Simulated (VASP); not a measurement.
Set up this calculation in VASP 6.6.1, as the native input.

```yaml
Task: single point
Functional: PBE
Potentials_or_basis: VASP PAW PBE potentials, release 64 (Mg_sv)
Cutoff: 750 eV
k_mesh: 14 × 14 × 13
Occupations: fermi-dirac, width 0.1 eV
Spin: no spin polarisation
Dipole_correction: no
Mended: yes
Further_INCAR_settings: ALGO = Normal; EDIFF = 1e-06; NBANDS = 11
```

The structure of Mg lies in POSCAR:

```
Mg
1.0
    2.4013257785      0.0000000000      0.0000000000
   -1.2006628893      2.0796091269      0.0000000000
    0.0000000000      0.0000000000      2.2117096066
Mg
1
Direct
    0.0000000000      0.0000000000      0.0000000000
```

This isn't the form of Mg at room conditions, which is hcp.

The input as run:

INCAR

```
SYSTEM = Mg
PREC = Accurate
ENCUT = 750
EDIFF = 1E-6
ISMEAR = -1
SIGMA = 0.1
LREAL = .FALSE.
LASPH = .TRUE.
NELM = 120
ALGO = Normal
ISIF = 2
LWAVE = .FALSE.
LCHARG = .TRUE.
GGA = PE
LELF = .TRUE.
LVHAR = .TRUE.
NBANDS = 11
GGA_COMPAT = .FALSE.
```

KPOINTS

```
regular mesh
0
G
  14 14 13
  0 0 0
```

Potentials or basis: VASP PAW PBE potentials, release 64 (Mg_sv).

Run with:

```sh
$ cat potpaw_PBE.64/Mg_sv/POTCAR > POTCAR
$ mpirun -np 1 vasp_std > vasp.out
```

It gave:

```json
{
 "Pressure": "107.2 GPa",
 "Band gap on the k mesh": "zero (bands 5 and 6 overlap by 5.42 eV)"
}
```

Caveat: the cell stands under pressure.

Wall time 29 s on 1 thread of AMD EPYC 9R14 (Zen 4), with other jobs on the host, peak memory 0.12 GiB.
